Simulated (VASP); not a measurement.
Crystal: SiO2.

```
CELL_PARAMETERS angstrom
-4.47204 4.47204 2.61177
4.47204 -4.47204 2.61177
4.47204 4.47204 -2.61177
ATOMIC_POSITIONS crystal
Si 0.82311 0.82311 0.64622
Si 0.17689 0.82311 0.00000
Si 0.82311 0.17689 0.00000
Si 0.17689 0.17689 0.35378
O 0.00000 0.79145 0.79145
O 0.20855 0.00000 0.20855
O 0.79145 0.00000 0.79145
O 0.00000 0.20855 0.20855
O 0.00000 0.00000 0.50000
O 0.50000 0.00000 0.00000
O 0.00000 0.50000 0.00000
O 0.50000 0.50000 0.50000
```

* Program: VASP 6.6.1
* Task: relaxation of cell and atoms
* Functional: PBE
* Potentials or basis: VASP PAW PBE potentials, release 64 (Si, O)
* Cutoff: 600 eV
* k mesh: 6 × 6 × 6
* Occupations: fermi-dirac, width 0.05 eV
* Spin: no spin polarisation

At the start: pressure 3.5 GPa; volume 17.41 Å³/atom.

**Question.** How do energy, volume and symmetry change on relaxing?

**Answer.** Over 9 steps the energy falls by 4.6 meV/atom and the volume is 17.82 Å³/atom (+2.3 %); space group I4/mmm (No. 139, to 0.1 Å) before and after.

The path:
```
step  energy change (eV)  largest force (eV/Å)  pressure (GPa)  volume (Å³)
   1              0.0000                0.2022            3.51       208.93
   2              0.0368                0.2034           -4.14       220.66
   3             -0.0552                0.0181           -0.03       213.95
   4             -0.0552                0.0217            0.04       213.85
   5             -0.0553                0.0170            0.04       213.83
   6             -0.0554                0.0477            0.04       213.76
   7             -0.0554                0.0342            0.04       213.78
   8             -0.0554                0.0170            0.02       213.79
   9             -0.0555                0.0041            0.00       213.81
```

Final structure:
```xyz
12
Lattice="-4.5032 4.5032 2.6358 4.5032 -4.5032 2.6358 4.5032 4.5032 -2.6358" Properties=species:S:1:pos:R:3 pbc="T T T"
Si    2.9094    2.9094    2.6358
Si    2.9094   -2.9094    2.6358
Si   -2.9094    2.9094    2.6358
Si    1.5938    1.5938    0.0000
O     7.1207    0.0000    0.0000
O     0.0000    1.8858    0.0000
O     0.0000    7.1207    0.0000
O     1.8858    0.0000    0.0000
O     2.2516    2.2516   -1.3179
O    -2.2516    2.2516    1.3179
O     2.2516   -2.2516    1.3179
O     2.2516    2.2516    1.3179
```
